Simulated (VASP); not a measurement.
# Mg3Zr (Pm-3m) in VASP: single point with LDA

Aim: the single point of Mg3Zr with LDA.

Program: VASP 6.6.1. These are calculated values, not measurements. Logs are shortened: lines on timing, memory, paths and dates and some standing lists are left out, and cuts for length are marked.

### Step 1. The cell of the first run

It takes space group Pm-3m (No. 221, cubic). The conventional cell has a = 4.442 Å, b = 4.442 Å, c = 4.442 Å, α = 90.00°, β = 90.00°, γ = 90.00°. Within 4.1 Å of Mg (site symmetry 4/mmm) lie 8 Mg at 3.14 Å and 4 Zr at 3.14 Å. Within 4.1 Å of Zr (site symmetry m-3m) lie 12 Mg at 3.14 Å.

### Step 2. Single point, LDA, collinear spin, zero start

Input file INCAR:

```
SYSTEM = Mg3Zr
PREC = Accurate ; ENCUT = 520
EDIFF = 1E-6 ; ISMEAR = 1
SIGMA = 0.15 ; LREAL = .FALSE.
LASPH = .TRUE. ; NELM = 150
ALGO = Normal ; ISIF = 2
LWAVE = .FALSE. ; LCHARG = .FALSE.
ISPIN = 2 ; MAGMOM = 0 0 0 0
LORBIT = 11 ; LMAXMIX = 4
NBANDS = 21
```

Input file KPOINTS:

```
Automatic mesh
0
G
  5 5 5
  0 0 0
```

Input file POSCAR:

```
Mg3Zr
1.0
    4.4422050000      0.0000000000      0.0000000000
    0.0000000000      4.4422050000      0.0000000000
    0.0000000000      0.0000000000      4.4422050000
Mg Zr
3 1
Direct
    0.5000000000      0.5000000000      0.0000000000
    0.5000000000      0.0000000000      0.5000000000
    0.0000000000      0.5000000000      0.5000000000
    0.0000000000      0.0000000000      0.0000000000
```

Potentials or basis: VASP PAW LDA potentials, release 64 (Mg, Zr_sv).

Command:

```sh
cat potpaw_LDA.64/Mg/POTCAR potpaw_LDA.64/Zr_sv/POTCAR > POTCAR
mpirun -np 1 vasp_std > vasp.out
```

OUTCAR:

```text
SYSTEM = Mg3Zr
   PREC = Accurate
   ENCUT = 520
   EDIFF = 1E-6
   ISMEAR = 1
   LREAL = .FALSE.
   LASPH = .TRUE.
   NELM = 150
   ISIF = 2
   ISPIN = 2
   LORBIT = 11

 ion  position               nearest neighbor table
   1  0.500  0.500  0.000-   2 3.14   3 3.14   4 3.14   2 3.14   3 3.14   2 3.14   4 3.14   2 3.14
                             3 3.14   4 3.14   3 3.14   4 3.14
   2  0.500  0.000  0.500-   1 3.14   3 3.14   4 3.14   1 3.14   4 3.14   1 3.14   3 3.14   1 3.14
                             3 3.14   4 3.14   4 3.14   3 3.14
   3  0.000  0.500  0.500-   1 3.14   2 3.14   4 3.14   1 3.14   4 3.14   2 3.14   4 3.14   4 3.14
                             1 3.14   2 3.14   1 3.14   2 3.14
   4  0.000  0.000  0.000-   1 3.14   2 3.14   3 3.14   2 3.14   3 3.14   1 3.14   3 3.14   3 3.14
                             1 3.14   2 3.14   2 3.14   1 3.14

  LATTYP: Found a simple cubic cell.
 ALAT       =     4.4422050000

  Lattice vectors:

 A1 = (   4.4422050000,   0.0000000000,   0.0000000000)
 A2 = (   0.0000000000,   4.4422050000,   0.0000000000)
 A3 = (   0.0000000000,   0.0000000000,   4.4422050000)

Analysis of symmetry for initial positions (statically):
=====================================================================
 Subroutine PRICEL returns:
 Original cell was already a primitive cell.

 Routine SETGRP: Setting up the symmetry group for a
 simple cubic supercell.

 Subroutine GETGRP returns: Found 48 space group operations
 (whereof 48 operations were pure point group operations)
 out of a pool of 48 trial point group operations.

The static configuration has the point symmetry O_h .

Analysis of symmetry for dynamics (positions and initial velocities):
=====================================================================
 Subroutine PRICEL returns:
 Original cell was already a primitive cell.

 Routine SETGRP: Setting up the symmetry group for a
 simple cubic supercell.

 Subroutine GETGRP returns: Found 48 space group operations
 (whereof 48 operations were pure point group operations)
 out of a pool of 48 trial point group operations.

The dynamic configuration has the point symmetry O_h .

Analysis of structural, dynamic, and magnetic symmetry:
=====================================================================
 Subroutine PRICEL returns:
 Original cell was already a primitive cell.

 Routine SETGRP: Setting up the symmetry group for a
 simple cubic supercell.

 Subroutine GETGRP returns: Found 48 space group operations
 (whereof 48 operations were pure point group operations)
 out of a pool of 48 trial point group operations.

The overall configuration has the point symmetry O_h .

[... 117 lines left out ...]
   LRPA    =     F    only Hartree local field effects (RPA)
 spin polarized calculation
 Methfessel and Paxton  Order N= 1 SIGMA  =   0.15
  energy-cutoff  :      520.00
  volume of cell :       87.66
 maximum number of plane-waves:      2373
 NGX is ok and might be reduce to    36
   NGX = 17   NGY = 17   NGZ = 17

 number of electron      18.0000001 magnetization       0.0000045

 number of electron      18.0000001 magnetization      -0.0000091

 Free energy of the ion-electron system (eV)
  ---------------------------------------------------
  ext. energy  EPLUGINS =         0.00000000
  ---------------------------------------------------
  free energy    TOTEN  =       -14.62643076 eV

  energy without entropy =      -14.62405482  energy(sigma->0) =      -14.62563878

 E-fermi :   3.9615     XC(G=0):  -9.5613

 val. band max:        3.8811467406   @ k =   0.4000   0.4000   0.2000
 cond. band min:       4.0214424145   @ k =   0.4000   0.2000   0.2000
 fundamental gap:      0.1402956739
 Fermi energy:         3.9614583448

 spin component 1

 k-point     1 :       0.0000    0.0000    0.0000
  band No.  band energies     occupation
      1     -44.7077      1.00000
      2     -22.8718      1.00000
      3     -22.8718      1.00000
      4     -22.8718      1.00000
      5      -2.4483      1.00000
      6       2.7598      1.00000
[... 229 lines left out ...]
     20      14.1217      0.00000
     21      15.5322      0.00000
 Fermi energy:         3.9614583448

 spin component 2

 k-point     1 :       0.0000    0.0000    0.0000
  band No.  band energies     occupation
      1     -44.7076      1.00000
      2     -22.8718      1.00000
      3     -22.8718      1.00000
      4     -22.8718      1.00000
      5      -2.4483      1.00000
      6       2.7598      1.00000
[... 229 lines left out ...]
     20      14.1217      0.00000
     21      15.5427      0.00000

------------------------ aborting loop because EDIFF is reached ----------------------------------------

  FORCE on cell =-STRESS in cart. coord.  units (eV):
  Direction    XX          YY          ZZ          XY          YZ          ZX
  --------------------------------------------------------------------------------------
  -------------------------------------------------------------------------------------
  Total       -1.7248121     -1.7248121     -1.7248121     -0.0000000      0.0000000      0.0000000
  in kB      -31.5251076    -31.5251076    -31.5251076     -0.0000000      0.0000000      0.0000000
  external PRESSURE =     -31.5251076 kB  Pullay stress =       0.0000000 kB

 VOLUME and BASIS-vectors are now :
 -----------------------------------------------------------------------------
  energy-cutoff  :      520.00
  volume of cell :       87.66
      direct lattice vectors                 reciprocal lattice vectors
     4.442205000  0.000000000  0.000000000     0.225113429  0.000000000  0.000000000
     0.000000000  4.442205000  0.000000000     0.000000000  0.225113429  0.000000000
     0.000000000  0.000000000  4.442205000     0.000000000  0.000000000  0.225113429

 POSITION                                       TOTAL-FORCE (eV/Angst)
 -----------------------------------------------------------------------------------
      2.22110      2.22110      0.00000         0.000000      0.000000      0.000000
      2.22110      0.00000      2.22110         0.000000      0.000000      0.000000
      0.00000      2.22110      2.22110         0.000000      0.000000      0.000000
      0.00000      0.00000      0.00000         0.000000      0.000000      0.000000
 -----------------------------------------------------------------------------------
    total drift:                                0.000000     -0.000000     -0.000000

  FREE ENERGIE OF THE ION-ELECTRON SYSTEM (eV)
  ---------------------------------------------------
  free  energy   TOTEN  =       -14.6264307609 eV

  energy  without entropy=      -14.6240548243  energy(sigma->0) =      -14.62563878

 total charge

# of ion       s       p       d       tot
------------------------------------------
    1        0.230   0.154   0.014   0.398
    2        0.230   0.154   0.014   0.398
    3        0.230   0.154   0.014   0.398
    4        2.166   5.943   1.633   9.741
--------------------------------------------------
tot          2.855   6.405   1.675  10.935

 magnetization (x)

# of ion       s       p       d       tot
------------------------------------------
    1       -0.000  -0.000  -0.000  -0.000
    2       -0.000  -0.000  -0.000  -0.000
    3       -0.000  -0.000  -0.000  -0.000
    4        0.000  -0.000  -0.000   0.000
--------------------------------------------------
tot          0.000  -0.000  -0.000  -0.000
```

OSZICAR:

```text
N       E                     dE             d eps       ncg     rms          rms(c)
DAV:   1     0.881664217952E+02    0.88166E+02   -0.76440E+03   840   0.737E+02
DAV:   2    -0.106244305223E+02   -0.98791E+02   -0.94777E+02  1017   0.182E+02
DAV:   3    -0.151880587824E+02   -0.45636E+01   -0.44816E+01  1354   0.296E+01
DAV:   4    -0.152468606338E+02   -0.58802E-01   -0.58655E-01  1084   0.347E+00
DAV:   5    -0.152483516417E+02   -0.14910E-02   -0.14908E-02  1185   0.421E-01    0.748E+00
DAV:   6    -0.147049413851E+02    0.54341E+00   -0.12192E+00   981   0.547E+00    0.221E+00
DAV:   7    -0.146486395066E+02    0.56302E-01   -0.10218E-01   975   0.141E+00    0.119E+00
DAV:   8    -0.146269787161E+02    0.21661E-01   -0.26190E-02   988   0.716E-01    0.239E-01
DAV:   9    -0.146264853133E+02    0.49340E-03   -0.15423E-03  1090   0.249E-01    0.538E-02
DAV:  10    -0.146264335751E+02    0.51738E-04   -0.13788E-04  1017   0.549E-02    0.124E-02
DAV:  11    -0.146264315244E+02    0.20506E-05   -0.57151E-06  1033   0.126E-02    0.496E-03
DAV:  12    -0.146264307609E+02    0.76351E-06   -0.14543E-06   603   0.625E-03
   1 F= -.14626431E+02 E0= -.14625639E+02  d E =-.237594E-02  mag=    -0.0000
```

stdout:

```text
POSCAR found type information on POSCAR MgZr
 POSCAR found :  2 types and       4 ions
 scaLAPACK will be used
 LDA part: xc-table for (Slater(with rela. corr.)+CA(PZ))
 , standard interpolation
 POSCAR, INCAR and KPOINTS ok, starting setup
 FFT: planning ... GRIDC
 FFT: planning ... GRID_SOFT
 FFT: planning ... GRID
 WAVECAR not read
 entering main loop
```

Wall time 47 s (1 thread of Intel Xeon 8259CL, shared host); peak memory 0.2 GiB.

Results:

| Property | Result |
| --- | --- |
| Free energy | -14.6264 eV |
| Pressure | -3.2 GPa |
| Band gap on the k mesh | zero (filled and empty bands overlap) |
| Net moment | 0.00 μB per cell |
| Valence electrons inside the program's atomic spheres | Mg 0.40; Zr 9.74 |

Caveat: the cell stands under tension.
